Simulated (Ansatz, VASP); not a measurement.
## Two plane-wave programs on NaF

The input INCAR:

```
  ALGO = Normal
  EDIFF = 1E-7
  EDIFFG = -0.04
  ENCUT = 600
  GGA = PE
  IBRION = 2
  ISIF = 3
  ISMEAR = 0
  LASPH = True
  LCHARG = False
  LREAL = False
  LWAVE = False
  NELM = 100
  NSW = 90
  PREC = Accurate
  SIGMA = 0.1
```

The input KPOINTS:

```
k-points
0
Gamma
  8 8 8
```

POSCAR

```
NaF
1.0
   -1.5265918200      1.5265918200      2.6299149700
    1.5265918200     -1.5265918200      2.6299149700
    1.5265918200      1.5265918200     -2.6299149700
Na F
1 1
Direct
    0.2919075800      0.2919075800      0.0000000000
    0.7080924200      0.7080924200      0.0000000000
```

Input for Ansatz:

```yaml
crystal:
  lattice:
    - [-1.52659182, 1.52659182, 2.62991497]
    - [1.52659182, -1.52659182, 2.62991497]
    - [1.52659182, 1.52659182, -2.62991497]
  atoms:
    - { symbol: Na, position: [0.29190758, 0.29190758, 0.0] }
    - { symbol: F, position: [0.70809242, 0.70809242, 0.0] }
basis:
  ecutwfc: 420
kpoints:
  mp_grid: { grid: [8, 8, 8] }
hamiltonian:
  xc: pbe
scf:
  occupations: { method: gaussian, width: 0.1 }
  lower_state_search: "off"
output:
  forces: true
  stress: true
  eigenvalues: true
relax:
  adjacent_minimum: "off"
  f_tol: 0.04
  max_steps: 70
  cell: { stress_tol: 0.4 }
```

Alike in both runs: task relaxation of cell and atoms; functional PBE; k mesh 8 × 8 × 8; occupations gaussian, width 0.1 eV; no spin polarisation.

|  | VASP | Ansatz |
| --- | --- | --- |
| version | VASP 6.6.1 | Ansatz 0.2.0 |
| potentials or method | VASP PAW PBE potentials, release 64 (Na_pv, F), cutoff 600 eV | scalar-relativistic, plane waves, PAW |
| valence electrons in the cell | 14 | 16 |

|  | VASP | Ansatz | Ansatz less VASP |
| --- | --- | --- | --- |
| gap on the k mesh at the Fermi level, each at its own relaxed structure (eV) | 6.07 | 6.09 | +0.016 |
| relaxed volume (Å³/atom) | 12.99 | 12.98 | -0.006 |
| relaxed length of the cell vector where the two differ most in proportion (Å) | 3.322 | 3.325 | +0.0027 |

VASP's potentials hold 14 valence electrons a cell and Ansatz's 16, so a difference there can come from the potentials and not from the codes.
